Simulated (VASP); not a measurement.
Wanted: the native input for a VASP 6.6.1 run.

```
Task                   : single point
Functional             : PBE
Potentials or basis    : VASP PAW PBE potentials, release 64 (In_d)
Cutoff                 : 520 eV
k mesh                 : 8 × 5 × 1
Occupations            : fermi-dirac, width 0.05 eV
Spin                   : no spin polarisation
Dipole correction      : yes
Further INCAR settings : ALGO = Normal; EDIFF = 1e-06; NBANDS = 62
```

The structure of In lies in POSCAR:

```
In
1.0
    3.3777442543      0.0000000000      0.0000000000
   -1.3195275758      5.5518387769      0.0000000000
    0.0000000000      0.0000000000     24.7680201435
In
8
Direct
    0.7113533331      0.4477228571      0.3028098312
    0.4227066663      0.8954457141      0.3591498795
    0.1340599994      0.3431685712      0.4154899277
    0.8454133326      0.7908914282      0.4718299759
    0.5567666657      0.2386142853      0.5281700241
    0.2681199989      0.6863371424      0.5845100723
    0.9794733320      0.1340599994      0.6408501205
    0.6908266652      0.5817828565      0.6971901688
```

These files were run (other wordings do the same):

INCAR

```
PREC = Accurate
ENCUT = 520
EDIFF = 1E-6
ISMEAR = -1
SIGMA = 0.05
LREAL = F
LASPH = T
NELM = 100
ALGO = Normal
ISIF = 2
LWAVE = F
LCHARG = F
LDIPOL = T
IDIPOL = 3
DIPOL = 0.5 0.5 0.500
GGA = PE
NBANDS = 62
```

KPOINTS

```
Automatic mesh
0
Gamma
  8 5 1
```

Potentials or basis: VASP PAW PBE potentials, release 64 (In_d).

The run is started by

```console
$ cat potpaw_PBE.64/In_d/POTCAR > POTCAR
$ mpirun -np 1 vasp_std > vasp.out
```

Results of the run:

The largest force is 0.169 eV/Å and the band gap on the k mesh is zero (band 52 reaches 2.35 eV, above the bottom of band 53 at 0.41 eV).

Caveat: spin-orbit coupling is left out, which moves the levels of the heavy elements.

Run time: 36 min on 1 thread of AMD EPYC 7R13 (shared host), peak memory 0.74 GiB.
